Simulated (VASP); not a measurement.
**Na: single point with PBE**

Na:

```
Na
1.0
    -2.07053    2.07053    2.07053
     2.07053   -2.07053    2.07053
     2.07053    2.07053   -2.07053
Na
1
Direct
  0.00000 0.00000 0.00000
```

```json
{"Program": "VASP 6.6.1", "Task": "single point", "Functional": "PBE", "Potentials or basis": "VASP PAW PBE potentials, release 64 (Na_pv)", "Cutoff": "500 eV", "k mesh": "2 × 2 × 3, shifted", "Occupations": "gaussian, width 0.1 eV", "Spin": "collinear spin, zero start", "Starting moments": "[0.0] μB", "Dipole correction": "no", "Further INCAR settings": "ALGO = Normal; EDIFF = 1e-06; NBANDS = 14; ISYM = 0"}
```

```
Pressure                                              : 0.6 GPa
Net moment                                            : 0.00 μB per cell
Valence electrons inside the program's atomic spheres : Na 6.07
```

Stress tensor (GPa, compression positive):
```
 0.15  0.09 -1.01
 0.09  0.93 -1.29
-1.01 -1.29  0.78
```

Levels at points of the mesh, in eV from the Fermi level:
Spin up:
| k point | band 1 | band 2 | band 3 | band 4 | band 5 | band 6 | band 7 | band 8 |
| --- | --- | --- | --- | --- | --- | --- | --- | --- |
| (0.11, -0.08, -0.05) | -24.91 | -24.91 | -24.91 | -3.22 | 10.11 | 10.59 | 11.63 | 11.71 |
Spin down:
| k point | band 1 | band 2 | band 3 | band 4 | band 5 | band 6 |
| --- | --- | --- | --- | --- | --- | --- |
| (0.11, -0.08, -0.05) | -24.91 | -24.91 | -24.91 | -3.22 | 10.11 | 10.59 |

It used 19 s of CPU time on 1 thread of Intel Xeon 8259CL, on a shared host.

Caveat: the k points lie up to 1.07 Å⁻¹ apart.
